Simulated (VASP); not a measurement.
Set up this calculation in VASP 6.6.1, as the native input.

| Quantity | Value |
| --- | --- |
| Task | single point |
| Functional | LDA |
| Potentials or basis | VASP PAW LDA potentials, release 64 (Li_sv) |
| Cutoff | 520 eV |
| k mesh | 16 × 16 × 16 |
| Occupations | fermi-dirac, width 0.08 eV |
| Spin | no spin polarisation |
| Dipole correction | no |
| Further INCAR settings | ALGO = Normal; EDIFF = 1e-06; NBANDS = 8 |

The structure of Li lies in POSCAR:

```
Li
1.0
   -1.4787736371      1.4787736371      1.4787736371
    1.4787736371     -1.4787736371      1.4787736371
    1.4787736371      1.4787736371     -1.4787736371
Li
1
Direct
    0.0000000000      0.0000000000      0.0000000000
```

This cell differs from its parent crystal: volume scaled by 0.68.

The input as run:

INCAR

```
SYSTEM = Li
PREC     = Accurate       ! precision mode
ENCUT    = 520            ! plane-wave cutoff, eV
EDIFF    = 1E-6           ! SCF threshold, eV
ISMEAR   = -1             ! smearing method
SIGMA    = 0.08           ! smearing width, eV
LREAL    = .FALSE.        ! projectors in reciprocal space
LASPH    = .TRUE.         ! aspherical terms in the spheres
NELM     = 60             ! most SCF steps
ALGO     = Normal         ! electronic algorithm
ISIF     = 2              ! what is computed and relaxed
LWAVE    = .FALSE.        ! write WAVECAR
LCHARG   = .TRUE.         ! write CHGCAR
GGA      = CA             ! functional
LELF     = .TRUE.         ! ELF
LVHAR    = .TRUE.       
NBANDS   = 8              ! bands
```

KPOINTS

```
Automatic mesh
0
G
  16 16 16
  0 0 0
```

Potentials or basis: VASP PAW LDA potentials, release 64 (Li_sv).

Command:

```sh
$ cat potpaw_LDA.64/Li_sv/POTCAR > POTCAR
$ mpirun -np 1 vasp_std > vasp.out
```

It took 24 s on 1 thread of AMD EPYC 7R13 (shared host), peak memory 0.09 GiB.
